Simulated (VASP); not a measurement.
# Ir (Fd-3m) in VASP: notebook, part 2 of 2

VASP 6.6.1.

### Step 4. Single point, LDA (13.96 Å³/atom)

This run uses another cell than the first one, of 13.96 Å³/atom.

File INCAR:

```
PREC = Accurate ; ENCUT = 520
EDIFF = 1E-6 ; ISMEAR = -1
SIGMA = 0.1 ; LREAL = F
LASPH = T ; NELM = 60
ALGO = Normal ; ISIF = 2
LWAVE = F ; LCHARG = F
GGA = CA ; NBANDS = 16
```

File KPOINTS:

```
regular mesh
0
Gamma
  13 13 13
```

File POSCAR:

```
Ir
1.0
    0.0000000000      2.4079917003      2.4079917003
    2.4079917003      0.0000000000      2.4079917003
    2.4079917003      2.4079917003      0.0000000000
Ir
2
Direct
   -0.1250000000     -0.1250000000     -0.1250000000
    0.1250000000      0.1250000000      0.1250000000
```

Potentials or basis: VASP PAW LDA potentials, release 64 (Ir).

Started as:

```
> cat potpaw_LDA.64/Ir/POTCAR > POTCAR
> mpirun -np 1 vasp_std > vasp.out
```

OUTCAR:

```text
PREC = Accurate
   ENCUT = 520
   EDIFF = 1E-6
   ISMEAR = -1
   LREAL = F
   LASPH = T
   NELM = 60
   ISIF = 2
   GGA = CA

 ion  position               nearest neighbor table
   1  0.875  0.875  0.875-   2 2.09   2 2.09   2 2.09   2 2.09
   2  0.125  0.125  0.125-   1 2.09   1 2.09   1 2.09   1 2.09

  LATTYP: Found a face centered cubic cell.
 ALAT       =     4.8159834006

  Lattice vectors:

 A1 = (   0.0000000000,   2.4079917003,   2.4079917003)
 A2 = (   2.4079917003,   0.0000000000,   2.4079917003)
 A3 = (   2.4079917003,   2.4079917003,   0.0000000000)

Analysis of symmetry for initial positions (statically):
=====================================================================
 Subroutine PRICEL returns:
 Original cell was already a primitive cell.

 Routine SETGRP: Setting up the symmetry group for a
 face centered cubic supercell.

 Subroutine GETGRP returns: Found 48 space group operations
 (whereof 12 operations were pure point group operations)
 out of a pool of 48 trial point group operations.

The static configuration has the point symmetry D_3d.
 The point group associated with its full space group is O_h .

Analysis of symmetry for dynamics (positions and initial velocities):
=====================================================================
 Subroutine PRICEL returns:
 Original cell was already a primitive cell.

 Routine SETGRP: Setting up the symmetry group for a
 face centered cubic supercell.

 Subroutine GETGRP returns: Found 48 space group operations
 (whereof 12 operations were pure point group operations)
 out of a pool of 48 trial point group operations.

The dynamic configuration has the point symmetry D_3d.
 The point group associated with its full space group is O_h .

 Subroutine INISYM returns: Found 48 space group operations
 (whereof 12 operations are pure point group operations),
[... 111 lines left out ...]
   ISMEAR =    -1;   SIGMA  =   0.10  broadening in eV -4-tet -1-fermi 0-gaus
   EFERMI_NEDOS =   21; number of points for ismear=-14 and -15
   IALGO  =     38    algorithm
   IMIX   =      4    mixing-type and parameters
     AMIX     =   0.40;   BMIX     =  1.00
     AMIX_MAG =   1.60;   BMIX_MAG =  1.00
  volume/ion in A,a.u.               =      13.96        94.22
  Fermi-wavevector in a.u.,A,eV,Ry     =   1.414167  2.672388 27.209858  1.999868
  Thomas-Fermi vector in A             =   2.535737
   LORBIT       =      0    0 simple, 1 ext, 2 COOP (PROOUT), +10 PAW based schemes
   GGA     = CA    functional components
   LHFCALC =     F    Hartree Fock is set to
   AEXX    =    0.0000 exact exchange contribution
   IVDW    =     0    specifies the selected vdW correction
   LEPSILON=     F    determine dielectric tensor
   LRPA    =     F    only Hartree local field effects (RPA)
 non-spin polarized calculation
  energy-cutoff  :      520.00
  volume of cell :       27.93
 maximum number of plane-waves:       769
 NGX is ok and might be reduce to    28
   NGX = 13   NGY = 13   NGZ = 13

 number of electron      17.9999999 magnetization

 Free energy of the ion-electron system (eV)
  ---------------------------------------------------
  ext. energy  EPLUGINS =         0.00000000
  ---------------------------------------------------
  free energy    TOTEN  =       -12.62370826 eV

  energy without entropy =      -12.59020097  energy(sigma->0) =      -12.60695462

 E-fermi :  11.4915     XC(G=0): -13.7803

 val. band max:       11.4782649264   @ k =  -0.3077   0.2308   0.0769
 cond. band min:      11.5079988083   @ k =   0.3846   0.3846   0.0000
 fundamental gap:      0.0297338819
 Fermi energy:        11.4915298100

 k-point     1 :       0.0000    0.0000    0.0000
  band No.  band energies     occupation
      1       0.0006      2.00000
      2       2.5519      2.00000
      3       2.5519      2.00000
      4       4.2160      2.00000
      5       4.2160      2.00000
      6       4.2160      2.00000
[... 433 lines left out ...]
      3       3.3023      2.00000
      4       3.9033      2.00000
      5       3.9203      2.00000
      6       5.2019      2.00000
[... 8 lines left out ...]
     15      23.1633      0.00000
     16      27.6583      0.00000

 [... further k-points ...]

------------------------ aborting loop because EDIFF is reached ----------------------------------------

  FORCE on cell =-STRESS in cart. coord.  units (eV):
  Direction    XX          YY          ZZ          XY          YZ          ZX
  --------------------------------------------------------------------------------------
  -------------------------------------------------------------------------------------
  Total       33.4344554     33.4344554     33.4344554      0.0000000      0.0000000     -0.0000000
  in kB     1918.2706567   1918.2706567   1918.2706567      0.0000000      0.0000000     -0.0000000
  external PRESSURE =    1918.2706567 kB  Pullay stress =       0.0000000 kB

 VOLUME and BASIS-vectors are now :
 -----------------------------------------------------------------------------
  energy-cutoff  :      520.00
  volume of cell :       27.93
      direct lattice vectors                 reciprocal lattice vectors
     0.000000000  2.407991700  2.407991700    -0.207641912  0.207641912  0.207641912
     2.407991700  0.000000000  2.407991700     0.207641912 -0.207641912  0.207641912
     2.407991700  2.407991700  0.000000000     0.207641912  0.207641912 -0.207641912

 POSITION                                       TOTAL-FORCE (eV/Angst)
 -----------------------------------------------------------------------------------
      4.21399      4.21399      4.21399         0.000000      0.000000      0.000000
      0.60200      0.60200      0.60200        -0.000000     -0.000000     -0.000000
 -----------------------------------------------------------------------------------
    total drift:                                0.000000     -0.000000     -0.000000

  FREE ENERGIE OF THE ION-ELECTRON SYSTEM (eV)
  ---------------------------------------------------
  free  energy   TOTEN  =       -12.6237082638 eV

  energy  without entropy=      -12.5902009721  energy(sigma->0) =      -12.60695462
```

stdout:

```text
POSCAR found type information on POSCAR Ir
 POSCAR found :  1 types and       2 ions
 scaLAPACK will be used
 LDA part: xc-table for (Slater(with rela. corr.)+CA(PZ))
 , standard interpolation
 POSCAR, INCAR and KPOINTS ok, starting setup
 FFT: planning ... GRIDC
 FFT: planning ... GRID_SOFT
 FFT: planning ... GRID
 WAVECAR not read
 entering main loop
```

Wall time 29 s (1 thread of AMD EPYC 7R13 (Zen 3), shared host); peak memory 0.13 GiB.

Results:

```yaml
Free_energy: -12.6237 eV
Pressure: 191.8 GPa
Band_gap_on_the_k_mesh: zero (bands 9 and 10 overlap by 2.99 eV)
```

Levels at points of the mesh, in eV from the Fermi level:
```tsv
k point	band 5	band 6	band 7	band 8	band 9	band 10	band 11	band 12	band 13	band 14
(0.00, 0.00, 0.00)	-7.28	-7.28	-2.82	-2.82	-2.82	2.20	2.20	11.69	13.17	13.17
```

Caveat: the cell stands under pressure; spin-orbit coupling is left out, which moves the levels of the heavy elements.

### Step 5. Single point, LDA (16.02 Å³/atom)

This run uses another cell than the first one, of 16.02 Å³/atom.

File INCAR:

```
SYSTEM = Ir
ALGO = Normal ; EDIFF = 1E-6
ENCUT = 520 ; ISIF = 2
ISMEAR = -1 ; LASPH = .TRUE.
LCHARG = .TRUE. ; LELF = .TRUE.
LREAL = .FALSE. ; LVHAR = .TRUE.
LWAVE = .FALSE. ; NBANDS = 16
NELM = 80 ; PREC = Accurate
SIGMA = 0.1
```

File KPOINTS:

```
k-points
0
G
  13 13 13
  0 0 0
```

File POSCAR:

```
Ir
1.0
    0.0000000000      2.5206751641      2.5206751641
    2.5206751641      0.0000000000      2.5206751641
    2.5206751641      2.5206751641      0.0000000000
Ir
2
Direct
   -0.1250000000     -0.1250000000     -0.1250000000
    0.1250000000      0.1250000000      0.1250000000
```

Potentials or basis: VASP PAW LDA potentials, release 64 (Ir).

Started as:

```
> cat potpaw_LDA.64/Ir/POTCAR > POTCAR
> mpirun -np 1 vasp_std > vasp.out
```

OUTCAR:

```text
SYSTEM = Ir
   EDIFF = 1E-6
   ENCUT = 520
   ISIF = 2
   ISMEAR = -1
   LASPH = .TRUE.
   LREAL = .FALSE.
   NELM = 80
   PREC = Accurate

 ion  position               nearest neighbor table
   1  0.875  0.875  0.875-   2 2.18   2 2.18   2 2.18   2 2.18
   2  0.125  0.125  0.125-   1 2.18   1 2.18   1 2.18   1 2.18

  LATTYP: Found a face centered cubic cell.
 ALAT       =     5.0413503282

  Lattice vectors:

 A1 = (   0.0000000000,   2.5206751641,   2.5206751641)
 A2 = (   2.5206751641,   0.0000000000,   2.5206751641)
 A3 = (   2.5206751641,   2.5206751641,   0.0000000000)

Analysis of symmetry for initial positions (statically):
=====================================================================
 Subroutine PRICEL returns:
 Original cell was already a primitive cell.

 Routine SETGRP: Setting up the symmetry group for a
 face centered cubic supercell.

 Subroutine GETGRP returns: Found 48 space group operations
 (whereof 12 operations were pure point group operations)
 out of a pool of 48 trial point group operations.

The static configuration has the point symmetry D_3d.
 The point group associated with its full space group is O_h .

Analysis of symmetry for dynamics (positions and initial velocities):
=====================================================================
 Subroutine PRICEL returns:
 Original cell was already a primitive cell.

 Routine SETGRP: Setting up the symmetry group for a
 face centered cubic supercell.

 Subroutine GETGRP returns: Found 48 space group operations
 (whereof 12 operations were pure point group operations)
 out of a pool of 48 trial point group operations.

The dynamic configuration has the point symmetry D_3d.
 The point group associated with its full space group is O_h .

 Subroutine INISYM returns: Found 48 space group operations
 (whereof 12 operations are pure point group operations),
 and found     1 'primitive' translations

----------------------------------------------------------------------------------------

                                     Primitive cell

  volume of cell :      32.0317

  direct lattice vectors                    reciprocal lattice vectors
     0.000000000  2.520675164  2.520675164    -0.198359553  0.198359553  0.198359553
     2.520675164  0.000000000  2.520675164     0.198359553 -0.198359553  0.198359553
     2.520675164  2.520675164  0.000000000     0.198359553  0.198359553 -0.198359553

  length of vectors
     3.564773003  3.564773003  3.564773003     0.343568825  0.343568825  0.343568825

  position of ions in fractional coordinates (direct lattice)
     0.875000000  0.875000000  0.875000000
     0.125000000  0.125000000  0.125000000

  ion indices of the primitive-cell ions
   primitive index   ion index
                 1           1
                 2           2

----------------------------------------------------------------------------------------

 KPOINTS: k-points

Automatic generation of k-mesh.
 Grid dimensions read from file:
 generate k-points for:   13   13   13

 Generating k-lattice:

  Cartesian coordinates                     Fractional coordinates (reciprocal lattice)
    -0.015258427  0.015258427  0.015258427     0.076923077  0.000000000  0.000000000
     0.015258427 -0.015258427  0.015258427     0.000000000  0.076923077  0.000000000
     0.015258427  0.015258427 -0.015258427     0.000000000  0.000000000  0.076923077

  Length of vectors
     0.026428371  0.026428371  0.026428371

  Shift w.r.t. Gamma in fractional coordinates (k-lattice)
     0.000000000  0.000000000  0.000000000

 Subroutine IBZKPT returns following result:
 ===========================================

 Found     84 irreducible k-points:

 Following reciprocal coordinates:
            Coordinates               Weight
  0.000000  0.000000  0.000000      1.000000
  0.076923  0.000000  0.000000      8.000000
  0.153846  0.000000  0.000000      8.000000
  0.230769  0.000000  0.000000      8.000000
  0.307692  0.000000  0.000000      8.000000
  0.384615  0.000000  0.000000      8.000000
[... 16 lines left out ...]
  0.384615  0.153846  0.000000     24.000000
  0.461538  0.153846  0.000000     24.000000
 [... further k-points ...]
   k-points           NKPTS =     84   k-points in BZ     NKDIM =     84   number of bands    NBANDS=     16
   number of dos      NEDOS =    301   number of ions     NIONS =      2
   total plane-waves  NPLWV =  21952
   dimension x,y,z NGX =    28 NGY =   28 NGZ =   28
   dimension x,y,z NGXF=    56 NGYF=   56 NGZF=   56
   ions per type =               2
   NGX,Y,Z   is equivalent  to a cutoff of  13.06, 13.06, 13.06 a.u.
   NGXF,Y,Z  is equivalent  to a cutoff of  26.12, 26.12, 26.12 a.u.
 SYSTEM =  Ir
   PREC   = accura    normal or accurate (medium, high low for compatibility)
   ISTART =      0    job   : 0-new  1-cont  2-samecut
   ICHARG =      2    charge: 1-file 2-atom 10-const
   ISPIN  =      1    spin polarized calculation?
   LNONCOLLINEAR =      F non collinear calculations
   LSORBIT =      F    spin-orbit coupling
   LASPH  =      T    aspherical Exc in radial PAW
   ENCUT  =  520.0 eV  38.22 Ry    6.18 a.u.   6.63  6.63  6.63*2*pi/ulx,y,z
   NELM   =     80;   NELMIN=  2; NELMDL= -5     # of ELM steps
   EDIFF  = 0.1E-05   stopping-criterion for ELM
   LREAL  =      F    real-space projection
[... 7 lines left out ...]
   TEBEG  =    0.0;   TEEND  =   0.0 temperature during run
   PSTRESS=    0.0 pullay stress
   NELECT =      18.0000    total number of electrons
   NUPDOWN=      -1.0000    fix difference up-down
   EMIN   =  10.00;   EMAX   =-10.00  energy-range for DOS
   EFERMI =   0.00;   METHOD = LEGACY
   ISMEAR =    -1;   SIGMA  =   0.10  broadening in eV -4-tet -1-fermi 0-gaus
   EFERMI_NEDOS =   21; number of points for ismear=-14 and -15
   IALGO  =     38    algorithm
   IMIX   =      4    mixing-type and parameters
     AMIX     =   0.40;   BMIX     =  1.00
     AMIX_MAG =   1.60;   BMIX_MAG =  1.00
  volume/ion in A,a.u.               =      16.02       108.08
  Fermi-wavevector in a.u.,A,eV,Ry     =   1.350948  2.552922 24.831473  1.825062
  Thomas-Fermi vector in A             =   2.478411
   LORBIT       =      0    0 simple, 1 ext, 2 COOP (PROOUT), +10 PAW based schemes
   GGA     = CA    functional components
   LHFCALC =     F    Hartree Fock is set to
   AEXX    =    0.0000 exact exchange contribution
   IVDW    =     0    specifies the selected vdW correction
   LEPSILON=     F    determine dielectric tensor
   LRPA    =     F    only Hartree local field effects (RPA)
 non-spin polarized calculation
  energy-cutoff  :      520.00
  volume of cell :       32.03
 maximum number of plane-waves:       887
   NGX = 13   NGY = 13   NGZ = 13

 number of electron      18.0000000 magnetization

 Free energy of the ion-electron system (eV)
  ---------------------------------------------------
  ext. energy  EPLUGINS =         0.00000000
  ---------------------------------------------------
  free energy    TOTEN  =       -16.15562514 eV

  energy without entropy =      -16.11289322  energy(sigma->0) =      -16.13425918

 E-fermi :   9.1646     XC(G=0): -13.0075

 val. band max:        9.1559272147   @ k =   0.3846   0.3846   0.0000
 cond. band min:       9.1973095297   @ k =  -0.3077   0.2308   0.0769
 fundamental gap:      0.0413823150
 Fermi energy:         9.1646422043

 k-point     1 :       0.0000    0.0000    0.0000
  band No.  band energies     occupation
      1      -1.1593      2.00000
      2       1.6587      2.00000
      3       1.6587      2.00000
      4       2.7751      2.00000
      5       2.7751      2.00000
      6       2.7751      2.00000
[... 8 lines left out ...]
     15      22.2294      0.00000
     16      22.2294      0.00000

 k-point     2 :       0.0769    0.0000    0.0000
  band No.  band energies     occupation
      1      -1.0174      2.00000
      2       1.5833      2.00000
      3       1.5833      2.00000
      4       2.7507      2.00000
      5       2.9072      2.00000
      6       2.9072      2.00000
[... 8 lines left out ...]
     15      22.2883      0.00000
     16      23.0020      0.00000
[... 387 lines left out ...]
      5       2.5845      2.00000
      6       3.9070      2.00000
[... 8 lines left out ...]
     15      20.2201      0.00000
     16      23.8365      0.00000

 k-point    24 :       0.4615    0.1538    0.0000
  band No.  band energies     occupation
      1       0.9444      2.00000
      2       1.5509      2.00000
      3       2.1792      2.00000
      4       2.2876      2.00000
      5       2.7562      2.00000
      6       3.6540      2.00000
[... 8 lines left out ...]
     15      20.0489      0.00000
     16      24.7972      0.00000

 [... further k-points ...]

------------------------ aborting loop because EDIFF is reached ----------------------------------------

  FORCE on cell =-STRESS in cart. coord.  units (eV):
  Direction    XX          YY          ZZ          XY          YZ          ZX
  --------------------------------------------------------------------------------------
  -------------------------------------------------------------------------------------
  Total       18.5684160     18.5684160     18.5684160      0.0000000      0.0000000     -0.0000000
  in kB      928.7627666    928.7627666    928.7627666      0.0000000      0.0000000     -0.0000000
  external PRESSURE =     928.7627666 kB  Pullay stress =       0.0000000 kB

 VOLUME and BASIS-vectors are now :
 -----------------------------------------------------------------------------
  energy-cutoff  :      520.00
  volume of cell :       32.03
      direct lattice vectors                 reciprocal lattice vectors
     0.000000000  2.520675164  2.520675164    -0.198359553  0.198359553  0.198359553
     2.520675164  0.000000000  2.520675164     0.198359553 -0.198359553  0.198359553
     2.520675164  2.520675164  0.000000000     0.198359553  0.198359553 -0.198359553

 POSITION                                       TOTAL-FORCE (eV/Angst)
 -----------------------------------------------------------------------------------
      4.41118      4.41118      4.41118        -0.000000      0.000000      0.000000
      0.63017      0.63017      0.63017         0.000000     -0.000000     -0.000000
 -----------------------------------------------------------------------------------
    total drift:                                0.000000     -0.000000     -0.000000

  FREE ENERGIE OF THE ION-ELECTRON SYSTEM (eV)
  ---------------------------------------------------
  free  energy   TOTEN  =       -16.1556251393 eV

  energy  without entropy=      -16.1128932194  energy(sigma->0) =      -16.13425918
```

It took 30 s on 1 thread of AMD EPYC 7R13 (Zen 3), shared host; peak memory 0.14 GiB.

Results:

```
Free energy            : -16.1556 eV
Pressure               : 92.9 GPa
Band gap on the k mesh : zero (bands 9 and 10 overlap by 2.49 eV)
```

Levels at points of the mesh, in eV from the Fermi level:
```tsv
k point	band 5	band 6	band 7	band 8	band 9	band 10	band 11	band 12	band 13	band 14
(0.00, 0.00, 0.00)	-6.39	-6.39	-2.46	-2.46	-2.46	1.64	1.64	11.64	12.37	13.06
```

Caveat: the cell stands under pressure; spin-orbit coupling is left out, which moves the levels of the heavy elements.

### Step 6. Single point, LDA (16.02 Å³/atom)

This run uses another cell than the first one, of 16.02 Å³/atom.

File INCAR:

```
ALGO     = Normal         # electronic algorithm
EDIFF    = 1E-7           # SCF threshold, eV
ENCUT    = 520            # plane-wave cutoff, eV
ISIF     = 2              # what is computed and relaxed
ISMEAR   = -1             # smearing method
LASPH    = T              # aspherical terms in the spheres
LCHARG   = F              # write CHGCAR
LREAL    = F              # projectors in reciprocal space
LWAVE    = F              # write WAVECAR
NBANDS   = 16             # bands
NELM     = 80             # most SCF steps
PREC     = Accurate       # precision mode
SIGMA    = 0.1            # smearing width, eV
```

File KPOINTS:

```
k-points
0
Gamma
  13 13 13
```

POSCAR is that of step 5.

Potentials or basis: VASP PAW LDA potentials, release 64 (Ir).

Started as:

```
> cat potpaw_LDA.64/Ir/POTCAR > POTCAR
> mpirun -np 1 vasp_std > vasp.out
```

It took 31 s on 1 thread of AMD EPYC 7R13 (Zen 3), shared host; peak memory 0.14 GiB.

The run converged. Its results:

```yaml
Free_energy: -16.1556 eV
Pressure: 92.9 GPa
Band_gap_on_the_k_mesh: zero (bands 9 and 10 overlap by 2.49 eV)
```

Levels at points of the mesh, in eV from the Fermi level:
```
           k point  band 7  band 8  band 9  band 10  band 11  band 12
(0.00, 0.00, 0.00)   -2.46   -2.46   -2.46     1.64     1.64    11.64
```

Caveat: the cell stands under pressure; spin-orbit coupling is left out, which moves the levels of the heavy elements.

### Step 7. The runs side by side

```csv
cell,gap on the mesh (eV),pressure (GPa)
"a = 3.230 Å, angles 60.0°, 2 atoms",none,367.5
"a = 3.405 Å, angles 60.0°, 2 atoms",none,191.8
"a = 3.565 Å, angles 60.0°, 2 atoms",none,92.9
```

Alike in all rows: task single point; level LDA; potentials or basis VASP PAW LDA potentials, release 64 (Ir); no spin polarisation; k mesh 13 × 13 × 13; cutoff (eV) 520; smearing fermi-dirac 0.1 eV.

Caveats: the cell stands under pressure; spin-orbit coupling is left out, which moves the levels of the heavy elements.

Absolute energies hang on the potentials; compare differences alone.
